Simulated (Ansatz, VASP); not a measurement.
One calculation of Ni3Ge, two programs

Contents of INCAR:

```
ALGO = Fast
EDIFF = 1E-6
ENCUT = 520
GGA = PS
ISIF = 2
ISMEAR = 1
LASPH = True
LCHARG = False
LREAL = False
LWAVE = False
NBANDS = 30
NELM = 80
PREC = Accurate
SIGMA = 0.5
```

KPOINTS

```
k-points
0
Gamma
  12 12 12
```

POSCAR

```
Ni3Ge
1.0
    3.5303341067      0.0000000000      0.0000000000
    0.0000000000      3.5303341067      0.0000000000
    0.0000000000      0.0000000000      3.5303341067
Ni Ge
3 1
Direct
    0.5000000000      0.0000000000      0.5000000000
    0.0000000000      0.5000000000      0.5000000000
    0.5000000000      0.5000000000      0.0000000000
    0.0000000000      0.0000000000      0.0000000000
```

Input for Ansatz:

```yaml
crystal:
  lattice:
    - [3.5303341067, 0.0, 0.0]
    - [0.0, 3.5303341067, 0.0]
    - [0.0, 0.0, 3.5303341067]
  atoms:
    - { symbol: Ni, position: [0.5, 0.0, 0.5] }
    - { symbol: Ni, position: [0.0, 0.5, 0.5] }
    - { symbol: Ni, position: [0.5, 0.5, 0.0] }
    - { symbol: Ge, position: [0.0, 0.0, 0.0] }
basis:
  ecutwfc: 420
kpoints:
  mp_grid: { grid: [12, 12, 12] }
hamiltonian:
  xc: pbesol
scf:
  occupations: { method: methfessel_paxton, width: 0.5 }
output:
  forces: true
  stress: true
  eigenvalues: true
```

Alike in both runs: task single point; functional PBEsol; k mesh 12 × 12 × 12; occupations methfessel-paxton of order 1, width 0.5 eV; no spin polarisation.

|  | VASP | Ansatz |
| --- | --- | --- |
| version | VASP 6.6.1 | Ansatz 0.2.0 |
| potentials or method | VASP PAW PBE potentials, release 64 (Ni, Ge_d), cutoff 520 eV | scalar-relativistic, plane waves, PAW |
| valence electrons in the cell | 44 | 68 |

Ansatz gave:

- gap on the k mesh at the Fermi level (eV): none
- pressure (GPa): -1.4

Question: Which values does VASP return?

Answer: gap on the k mesh at the Fermi level (eV): none; pressure (GPa): -1.2.

VASP's potentials were made for PBE, not for PBEsol. A gap of «none» marks a metal or a gap that the smearing closes. With one functional, cell and mesh, what is left measures potentials, basis and numerics. VASP's potentials hold 44 valence electrons a cell and Ansatz's 68, so a difference there can come from the potentials and not from the codes.
